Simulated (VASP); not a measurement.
**VPdCl4: single point with PBE**

VPdCl4:

```
V Pd Cl
1.0
     4.47305    0.00000    0.00000
     0.00000    4.47305    0.00000
     0.00000    0.00000    6.95089
V Pd Cl
1 1 4
Cartesian
  0.0000 0.0000 0.0000
  2.2365 2.2365 0.0000
  0.0000 2.2365 1.4960
  2.2365 0.0000 1.4960
  0.0000 2.2365 5.4549
  2.2365 0.0000 5.4549
```

The cell was generated, and may not be a known phase.

| Quantity | Value |
| --- | --- |
| Program | VASP 6.6.1 |
| Task | single point |
| Functional | PBE |
| Potentials or basis | VASP PAW PBE potentials, release 64 (V_sv, Pd, Cl) |
| Cutoff | 520 eV |
| k mesh | 2 × 2 × 3 |
| Occupations | gaussian, width 0.15 eV |
| Spin | collinear spin, ferromagnetic start |
| Starting moments | [2.0, 0.0, 0.0, 0.0, 0.0, 0.0] μB |
| Dipole correction | no |
| Further INCAR settings | ALGO = Normal; EDIFF = 1e-06; NBANDS = 38 |

The pressure is 0.1 GPa and the largest force is 0.018 eV/Å. The net moment is 3.47 μB per cell. The site moments are V +2.16; Pd +0.78; Cl +0.06 μB. The valence electrons inside the program's atomic spheres are V 11.09; Pd 9.12; Cl 5.07.

Forces on the atoms (eV/Å):
```
V    0.000  0.000  0.000
Pd   0.000  0.000  0.000
Cl   0.000  0.000 -0.018
Cl   0.000  0.000 -0.018
Cl   0.000  0.000  0.018
Cl   0.000  0.000  0.018
```

Levels at points of the mesh, in eV from the Fermi level:
Spin up:
| k point | band 25 | band 26 | band 27 | band 28 | band 29 | band 30 |
| --- | --- | --- | --- | --- | --- | --- |
| (0.00, 0.00, 0.00) | -0.46 | -0.38 | -0.38 | 0.68 | 0.74 | 0.74 |
| (0.50, 0.00, 0.00) | -0.98 | -0.82 | -0.42 | 0.09 | 0.34 | 0.74 |
| (0.50, 0.50, 0.00) | -0.62 | -0.52 | -0.11 | 0.14 | 0.14 | 0.75 |
Spin down:
```tsv
k point	band 21	band 22	band 23	band 24	band 25	band 26	band 27	band 28
(0.00, 0.00, 0.00)	-1.77	-1.61	-0.57	0.27	0.27	1.30	1.83	1.91
(0.50, 0.00, 0.00)	-1.84	-1.44	-0.58	-0.44	0.23	1.02	1.42	1.52
(0.50, 0.50, 0.00)	-1.71	-1.46	-0.78	-0.78	0.29	1.37	1.37	1.73
```

Run time: 100 s on 1 thread of Intel(R) Xeon(R) Platinum 8488C (Sapphire Rapids), with other jobs on the host, peak memory 0.32 GiB.

Caveat: the k points lie up to 0.70 Å⁻¹ apart; this functional lacks dispersion, which binds layers or chains, so the pressure and a relaxed spacing across them are unreliable; semilocal functionals often make such compounds metallic where correlation or magnetic order opens a gap, which also shifts bond lengths. With open d or f shells a metallic result of PBE can be an artefact of self-interaction; +U or a hybrid may open a gap.
